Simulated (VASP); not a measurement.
Crystal: HfO2.

```
Hf O
1.0
     5.08032    0.00000    0.00000
     0.00000    5.16487    0.00000
     0.00000    0.00000    4.89088
Hf O
4 8
Direct
  0.22259 0.78180 0.27207
  0.72259 0.71820 0.72793
  0.77741 0.21820 0.27207
  0.27741 0.28180 0.72793
  0.18682 0.16365 0.10453
  0.68682 0.33635 0.89547
  0.81318 0.83635 0.10453
  0.31318 0.66365 0.89547
  0.00000 0.50000 0.48905
  0.50000 0.00000 0.51095
  0.00000 0.00000 0.57562
  0.50000 0.50000 0.42438
```

Base run:

```yaml
Program: VASP 6.6.1
Functional: revPBE
Potentials_or_basis: VASP PAW PBE potentials, release 64 (Hf_pv, O)
Cutoff: 520 eV
k_mesh: 5 × 5 × 6
Occupations: fermi-dirac, width 0.05 eV
Spin: no spin polarisation
```

Its results: band gap on the k mesh 3.88 eV, direct; pressure 10.3 GPa; largest force 0.141 eV/Å.

Q: After a change of settings the same cell gave: band gap on the k mesh 3.95 eV, direct; pressure 14.4 GPa; largest force 0.187 eV/Å. Which change was it?
A. functional from revPBE to BLYP; k mesh from 5 × 5 × 6 to 4 × 4 × 5
B. functional from revPBE to RPBE; further incar settings from ALGO = Normal; EDIFF = 1e-06; NBANDS = 56 to ALGO = Normal; EDIFF = 1e-07; NBANDS = 56
C. functional from revPBE to PBE; k mesh from 5 × 5 × 6 to 3 × 3 × 3
D. functional from revPBE to PBE; occupations from fermi-dirac, width 0.05 eV to gaussian, width 0.012 eV

A: A.

Caveats: the PAW data sets were made with another functional, which shifts forces and pressure a little; spin-orbit coupling is left out, which moves the levels of the heavy elements.
